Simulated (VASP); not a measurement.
A run of VASP 6.6.1:

INCAR

```
PREC = Accurate
ENCUT = 500
EDIFF = 1E-6
ISMEAR = 0
SIGMA = 0.1
LREAL = F
LASPH = T
NELM = 120
ALGO = Normal
ISIF = 2
LWAVE = F
LCHARG = T
GGA = PE
LELF = T
LVHAR = T
NBANDS = 28
GGA_COMPAT = F
```

Contents of KPOINTS:

```
Automatic mesh
0
Gamma
  6 6 6
```

POSCAR

```
Ge
1.0
    4.4657186262      0.0000000000      0.0000000000
   -2.2328593131      3.8674257764      0.0000000000
    0.0000000000      0.0000000000      3.8066791610
Ge
3
Direct
    0.3333333333      0.6666666667      0.5000000000
    0.0000000000      0.0000000000      0.0000000000
    0.6666666667      0.3333333333      0.5000000000
```

Potentials or basis: VASP PAW PBE potentials, release 64 (Ge_d).

Launch:

```console
$ cat potpaw_PBE.64/Ge_d/POTCAR > POTCAR
$ mpirun -np 1 vasp_std > vasp.out
```

Hardware: 1 thread of Intel(R) Xeon(R) Platinum 8488C (Sapphire Rapids), on a shared host.

Problem. Estimate the wall time of this run.

Solution. Run time: 28 s on 1 thread of Intel(R) Xeon(R) Platinum 8488C (Sapphire Rapids), on a shared host, peak memory 0.18 GiB. Counts: scf iterations 12, k points 28.
